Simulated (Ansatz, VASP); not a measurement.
# RbBr in VASP and in Ansatz

```
CELL_PARAMETERS angstrom
0.00000 3.42700 3.42700
3.42700 0.00000 3.42700
3.42700 3.42700 0.00000
ATOMIC_POSITIONS crystal
Rb 0.00000 0.00000 0.00000
Br 0.50000 0.50000 0.50000
```

Alike in both runs: task single point; functional PBE; k mesh 6 × 6 × 6; occupations fermi-dirac, width 0.05 eV; no spin polarisation.

```csv
,VASP,Ansatz
version,VASP 6.6.1,Ansatz 0.2.0
potentials or method,"VASP PAW PBE potentials, release 64 (Rb_sv, Br), cutoff 520 eV",all-electron PAW datasets made for the crystal
```

|  | VASP | Ansatz | Ansatz less VASP |
| --- | --- | --- | --- |
| gap on the k mesh at the Fermi level (eV) | 4.36 | 4.36 | +0.003 |
| least direct gap on the mesh (eV) | 4.36 | 4.36 | +0.003 |
| pressure (GPa) | 1.0 | 1.0 | -0.03 |

Ansatz ran all-electron here, and VASP with PAW potentials.
